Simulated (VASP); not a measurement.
A run of VASP 6.6.1:

File POSCAR:

```
TiAl3
1.0
    4.5337157933      0.0000000000      0.0000000000
    0.0000000000      5.6394744232      0.0000000000
    0.0000000000      0.0000000000      4.7708899513
Ti Al
2 6
Direct
    0.0000000000      0.0000000000      0.6700000000
    0.5000000000      0.5000000000      0.3300000000
    0.0000000000      0.2500000000      0.1670000000
    0.0000000000      0.7500000000      0.1670000000
    0.5000000000      0.7500000000      0.8330000000
    0.5000000000      0.2500000000      0.8330000000
    0.5000000000      0.0000000000      0.3300000000
    0.0000000000      0.5000000000      0.6700000000
```

The input INCAR.step1:

```
ALGO = Normal
EDIFF = 1E-4
ENCUT = 600
GGA = PE
ISMEAR = 0
LASPH = T
LCHARG = F
LREAL = F
LWAVE = T
NELM = 80
PREC = Accurate
SIGMA = 0.1
```

File INCAR.step2:

```
ALGO = Normal
EDIFF = 1E-6
EDIFFG = -0.04
ENCUT = 600
IBRION = 2
ISIF = 3
ISMEAR = 0
ISTART = 1
LASPH = T
LCHARG = F
LMIXTAU = T
LREAL = F
LWAVE = F
METAGGA = R2SCAN
NELM = 80
NSW = 90
PREC = Accurate
SIGMA = 0.1
```

Contents of KPOINTS:

```
k-points
0
Gamma
  4 4 4
```

Potentials or basis: VASP PAW PBE potentials, release 64 (Ti_sv, Al).

Run with:

```console
$ cat potpaw_PBE.64/Ti_sv/POTCAR potpaw_PBE.64/Al/POTCAR > POTCAR
$ cp INCAR.step1 INCAR
$ mpirun -np 1 vasp_std > vasp.out
$ cp INCAR.step2 INCAR
$ mpirun -np 1 vasp_std > vasp.out
```

Hardware: 1 thread of Intel(R) Xeon(R) 6975P-C (Granite Rapids), on a shared host.

Question: How long does it take, and how much memory?

Answer: It took 20 min on 1 thread of Intel(R) Xeon(R) 6975P-C (Granite Rapids) (shared host), peak memory 0.34 GiB. Counts: k points 27, ion steps 10.
